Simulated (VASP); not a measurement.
# OsSe (F-43m) in VASP: a series of runs, part 2 of 2

VASP 6.6.1.

## 3. Single point, r2SCAN, collinear spin, ferromagnetic start

The input, POSCAR:

```
OsSe
1.0
    0.0000000000      2.7347795838      2.7347795838
    2.7347795838      0.0000000000      2.7347795838
    2.7347795838      2.7347795838      0.0000000000
Os Se
1 1
Direct
    0.0000000000      0.0000000000      0.0000000000
    0.2500000000      0.2500000000      0.2500000000
```

The input, INCAR.step1:

```
SYSTEM = OsSe
  PREC = Accurate
  ENCUT = 520
  ISMEAR = 0
  SIGMA = 0.05
  LREAL = .FALSE.
  LASPH = .TRUE.
  NELM = 150
  ISPIN = 2
  MAGMOM = 1 0
  LMAXMIX = 4
  NBANDS = 18
  GGA = PE
  ALGO = Normal
  EDIFF = 1E-4
  LWAVE = .TRUE.
  LCHARG = .FALSE.
```

The input, INCAR.step2:

```
SYSTEM = OsSe
  PREC = Accurate
  ENCUT = 520
  EDIFF = 1E-6
  ISMEAR = 0
  SIGMA = 0.05
  LREAL = .FALSE.
  LASPH = .TRUE.
  NELM = 150
  ALGO = Normal
  ISIF = 2
  LWAVE = .FALSE.
  LCHARG = .FALSE.
  ISPIN = 2
  MAGMOM = 1 0
  LORBIT = 11
  LMAXMIX = 4
  METAGGA = R2SCAN
  LMIXTAU = .TRUE.
  NBANDS = 18
  ISTART = 1
```

The input, KPOINTS:

```
Automatic mesh
0
G
  10 10 10
  0 0 0
```

Potentials or basis: VASP PAW PBE potentials, release 64 (Os, Se).

Run with:

```console
$ cat potpaw_PBE.64/Os/POTCAR potpaw_PBE.64/Se/POTCAR > POTCAR
$ cp INCAR.step1 INCAR
$ mpirun -np 1 vasp_std > vasp.out
$ cp INCAR.step2 INCAR
$ mpirun -np 1 vasp_std > vasp.out
```

OUTCAR:

```text
SYSTEM = OsSe
   PREC = Accurate
   ENCUT = 520
   EDIFF = 1E-6
   ISMEAR = 0
   LREAL = .FALSE.
   LASPH = .TRUE.
   NELM = 150
   ISIF = 2
   ISPIN = 2
   LORBIT = 11
   METAGGA = R2SCAN
   ISTART = 1

 ion  position               nearest neighbor table
   1  0.000  0.000  0.000-   2 2.37   2 2.37   2 2.37   2 2.37
   2  0.250  0.250  0.250-   1 2.37   1 2.37   1 2.37   1 2.37

  LATTYP: Found a face centered cubic cell.
 ALAT       =     5.4695591676

  Lattice vectors:

 A1 = (   0.0000000000,   2.7347795838,   2.7347795838)
 A2 = (   2.7347795838,   0.0000000000,   2.7347795838)
 A3 = (   2.7347795838,   2.7347795838,   0.0000000000)

Analysis of symmetry for initial positions (statically):
=====================================================================
 Subroutine PRICEL returns:
 Original cell was already a primitive cell.

 Routine SETGRP: Setting up the symmetry group for a
 face centered cubic supercell.

 Subroutine GETGRP returns: Found 24 space group operations
 (whereof 24 operations were pure point group operations)
 out of a pool of 48 trial point group operations.

The static configuration has the point symmetry T_d .
[... 694 lines left out ...]
  band No.  band energies     occupation
      1     -11.0347      1.00000
      2      -0.7710      1.00000
      3      -0.7710      1.00000
      4      -0.7710      1.00000
      5       3.4065      1.00000
      6       3.4066      1.00000
[... 493 lines left out ...]
     17      23.5075      0.00000
     18      23.8342      0.00000

 [... further k-points ...]
[... 5 lines left out ...]
  --------------------------------------------------------------------------------------
  -------------------------------------------------------------------------------------
  Total        0.1569546      0.1569546      0.1569546      0.0000000     -0.0000000     -0.0000000
  in kB        6.1473453      6.1473453      6.1473453      0.0000000     -0.0000000     -0.0000000
  external PRESSURE =       6.1473453 kB  Pullay stress =       0.0000000 kB

 VOLUME and BASIS-vectors are now :
 -----------------------------------------------------------------------------
  energy-cutoff  :      520.00
  volume of cell :       40.91
      direct lattice vectors                 reciprocal lattice vectors
     0.000000000  2.734779584  2.734779584    -0.182830091  0.182830091  0.182830091
     2.734779584  0.000000000  2.734779584     0.182830091 -0.182830091  0.182830091
     2.734779584  2.734779584  0.000000000     0.182830091  0.182830091 -0.182830091

 POSITION                                       TOTAL-FORCE (eV/Angst)
 -----------------------------------------------------------------------------------
      0.00000      0.00000      0.00000         0.000000      0.000000     -0.000000
      1.36739      1.36739      1.36739        -0.000000     -0.000000      0.000000
 -----------------------------------------------------------------------------------
    total drift:                                0.000000      0.000000      0.000000

  FREE ENERGIE OF THE ION-ELECTRON SYSTEM (eV)
  ---------------------------------------------------
  free  energy   TOTEN  =       -66.0751738047 eV

  energy  without entropy=      -66.0729107649  energy(sigma->0) =      -66.07404228

 total charge

# of ion       s       p       d       tot
------------------------------------------
    1        0.591   0.483   6.303   7.377
    2        1.416   2.368   0.206   3.990
--------------------------------------------------
tot          2.006   2.852   6.509  11.367

 magnetization (x)

# of ion       s       p       d       tot
------------------------------------------
    1        0.002   0.004   0.115   0.121
    2        0.002  -0.004   0.001  -0.002
--------------------------------------------------
tot          0.004  -0.001   0.116   0.120
```

OSZICAR.step1:

```text
N       E                     dE             d eps       ncg     rms          rms(c)
DAV:   1     0.733298869863E+02    0.73330E+02   -0.57304E+03  3432   0.655E+02
DAV:   2    -0.925136496045E+01   -0.82581E+02   -0.69618E+02  3586   0.183E+02
DAV:   3    -0.135587441458E+02   -0.43074E+01   -0.42366E+01  4410   0.397E+01
DAV:   4    -0.135809993943E+02   -0.22255E-01   -0.22241E-01  3894   0.319E+00
DAV:   5    -0.135810917781E+02   -0.92384E-04   -0.92380E-04  4274   0.215E-01    0.152E+01
DAV:   6    -0.134361809394E+02    0.14491E+00   -0.42812E-01  4600   0.448E+00    0.729E+00
DAV:   7    -0.133981667477E+02    0.38014E-01   -0.60693E-02  3662   0.175E+00    0.372E+00
DAV:   8    -0.133903872841E+02    0.77795E-02   -0.13283E-02  3696   0.703E-01    0.586E-01
DAV:   9    -0.133898511368E+02    0.53615E-03   -0.53195E-04  3892   0.152E-01    0.211E-01
DAV:  10    -0.133898871614E+02   -0.36025E-04   -0.13772E-04  3118   0.697E-02
   1 F= -.13389887E+02 E0= -.13388044E+02  d E =-.368655E-02  mag=     0.0189
```

Run time: 1.9 min. Hardware: 1 thread of Intel Xeon 6975P-C (Granite Rapids), shared host; peak memory 0.23 GiB.

Results:

- Free energy: -66.0752 eV
- Pressure: 0.6 GPa
- Net moment: 0.13 μB per cell
- Site moments: Os +0.12; Se -0.00 μB
- Valence electrons inside the program's atomic spheres: Os 7.38; Se 3.99

Caveat: the PAW data sets were made with another functional, which shifts forces and pressure a little; spin-orbit coupling is left out, which moves the levels of the heavy elements.

## 4. Single point, r2SCAN, collinear spin, ferromagnetic start

POSCAR is that of step 3.

The input, INCAR.step1:

```
PREC = Accurate
ENCUT = 520
ISMEAR = 1
SIGMA = 0.15
LREAL = False
LASPH = True
NELM = 150
ISPIN = 2
MAGMOM = 1 0
LMAXMIX = 4
NBANDS = 18
GGA = PE
ALGO = Normal
EDIFF = 1E-4
LWAVE = True
LCHARG = False
```

The input, INCAR.step2:

```
PREC = Accurate
ENCUT = 520
EDIFF = 1E-6
ISMEAR = 1
SIGMA = 0.15
LREAL = False
LASPH = True
NELM = 150
ALGO = Normal
ISIF = 2
LWAVE = False
LCHARG = False
ISPIN = 2
MAGMOM = 1 0
LORBIT = 11
LMAXMIX = 4
METAGGA = R2SCAN
LMIXTAU = True
NBANDS = 18
ISTART = 1
```

The input, KPOINTS:

```
Automatic mesh
0
Gamma
  10 10 10
```

Run with:

```console
$ cat potpaw_PBE.64/Os/POTCAR potpaw_PBE.64/Se/POTCAR > POTCAR
$ cp INCAR.step1 INCAR
$ mpirun -np 1 vasp_std > vasp.out
$ cp INCAR.step2 INCAR
$ mpirun -np 1 vasp_std > vasp.out
```

It took 1.9 min on 1 thread of Intel Xeon 6975P-C (Granite Rapids), shared host; peak memory 0.23 GiB.

The run converged. Its results:

* Free energy: -66.0747 eV
* Pressure: 0.6 GPa
* Band gap on the k mesh: zero (filled and empty bands overlap)
* Net moment: 0.00 μB per cell
* Valence electrons inside the program's atomic spheres: Os 7.38; Se 3.99

Levels at points of the mesh, in eV from the Fermi level:
Spin up:
| k point | band 5 | band 6 | band 7 | band 8 | band 9 | band 10 |
| --- | --- | --- | --- | --- | --- | --- |
| (0.00, 0.00, 0.00) | -2.16 | -2.16 | 1.24 | 4.16 | 4.16 | 4.16 |
| (0.50, 0.00, 0.00) | -1.79 | -1.79 | -1.50 | 1.65 | 1.65 | 3.58 |
| (0.50, 0.50, 0.00) | -2.63 | -1.76 | -1.36 | -0.43 | -0.43 | 6.18 |
Spin down:
| k point | band 3 | band 4 | band 5 | band 6 | band 7 | band 8 | band 9 | band 10 | band 11 | band 12 |
| --- | --- | --- | --- | --- | --- | --- | --- | --- | --- | --- |
| (0.00, 0.00, 0.00) | -6.36 | -6.36 | -2.16 | -2.16 | 1.24 | 4.15 | 4.15 | 4.15 | 7.43 | 7.43 |
| (0.50, 0.00, 0.00) | -5.93 | -5.93 | -1.79 | -1.79 | -1.50 | 1.65 | 1.65 | 3.58 | 9.21 | 9.21 |
| (0.50, 0.50, 0.00) | -5.03 | -5.03 | -2.63 | -1.76 | -1.36 | -0.43 | -0.43 | 6.18 | 6.93 | 11.16 |

Caveat: the PAW data sets were made with another functional, which shifts forces and pressure a little; spin-orbit coupling is left out, which moves the levels of the heavy elements.
